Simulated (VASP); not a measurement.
## MgC3N3: single point with PBE

MgC3N3:

```
CELL_PARAMETERS angstrom
0.00000 5.22500 5.22500
5.22500 0.00000 5.22500
5.22500 5.22500 0.00000
ATOMIC_POSITIONS crystal
Mg 0.00000 0.00000 0.00000
Mg 0.50000 0.50000 0.50000
C 0.81053 0.18947 0.18947
C 0.18947 0.81053 0.18947
C 0.18947 0.18947 0.81053
C 0.18947 0.81053 0.81053
C 0.81053 0.18947 0.81053
C 0.81053 0.81053 0.18947
N 0.69856 0.30144 0.30144
N 0.30144 0.69856 0.30144
N 0.30144 0.30144 0.69856
N 0.30144 0.69856 0.69856
N 0.69856 0.30144 0.69856
N 0.69856 0.69856 0.30144
```

```yaml
Program: VASP 6.6.1
Task: single point
Functional: PBE
Potentials_or_basis: VASP PAW PBE potentials, release 64 (Mg_sv, C, N)
Cutoff: 750 eV
k_mesh: 4 × 4 × 4
Occupations: gaussian, width 0.1 eV
Spin: no spin polarisation
```

```json
{"Pressure": "7.4 GPa", "Largest force": "2.580 eV/Å", "Band gap on the k mesh": "zero (bands 37 and 38 overlap by 0.09 eV)"}
```

Forces in eV/Å, atoms in the order of the input:
```
Mg   0.000  0.000  0.000
Mg   0.000  0.000  0.000
C    2.580  0.000  0.000
C    0.000  2.580  0.000
C    0.000  0.000  2.580
C   -2.580  0.000  0.000
C    0.000 -2.580  0.000
C    0.000  0.000 -2.580
N   -0.624  0.000  0.000
N    0.000 -0.624  0.000
N    0.000  0.000 -0.624
N    0.624  0.000  0.000
N    0.000  0.624  0.000
N    0.000  0.000  0.624
```

Levels at points of the mesh, in eV from the Fermi level:
| k point | band 34 | band 35 | band 36 | band 37 | band 38 | band 39 | band 40 | band 41 |
| --- | --- | --- | --- | --- | --- | --- | --- | --- |
| (0.00, 0.00, 0.00) | -0.37 | -0.37 | -0.37 | 0.08 | 0.08 | 5.11 | 5.11 | 5.11 |
| (0.50, 0.00, 0.00) | -0.64 | -0.23 | -0.23 | -0.01 | -0.01 | 5.55 | 5.77 | 5.77 |
| (0.50, 0.50, 0.00) | -0.39 | -0.37 | -0.33 | -0.18 | 0.09 | 5.13 | 6.18 | 6.18 |

Wall time 3.6 min on 1 thread of Intel(R) Xeon(R) 6975P-C (Granite Rapids) (shared host), peak memory 0.74 GiB.

Caveat: the cell stands under pressure; forces of over 1 eV/Å act on the atoms, so gaps and moduli don't describe the material at rest.
